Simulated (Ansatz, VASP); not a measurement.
**One calculation of CuO, two programs**

```
CELL_PARAMETERS angstrom
3.35219 0.00000 0.00000
0.00000 3.35219 0.00000
0.00000 0.00000 4.17349
ATOMIC_POSITIONS crystal
Cu 0.00000 0.50000 0.00000
Cu 0.50000 0.00000 0.50000
O 0.00000 0.00000 0.25000
O 0.00000 0.00000 0.75000
```

Alike in both runs: task single point; functional RPBE; k mesh 8 × 8 × 6; occupations fermi-dirac, width 0.05 eV; no spin polarisation.

|  | VASP | Ansatz |
| --- | --- | --- |
| version | VASP 6.6.1 | Ansatz 0.2.0 |
| potentials or method | VASP PAW PBE potentials, release 64 (Cu_sv_GW, O) | Ansatz PAW |
| plane-wave cutoff (eV) | 820 | 420 |
| valence electrons in the cell | 50 | 50 |

Ansatz gave:

```
gap on the k mesh at the Fermi level (eV)                     : none
pressure (GPa)                                                : 10.0
traceless stress, the component that is largest in VASP (GPa) : 28.36
```

Problem. What did VASP give for the same quantities?

Solution. gap on the k mesh at the Fermi level (eV): none; pressure (GPa): 9.6; traceless stress, the component that is largest in VASP (GPa): 28.35.

VASP's potentials were made for PBE, not for RPBE. A gap of «none» marks a metal or a gap that the smearing closes.
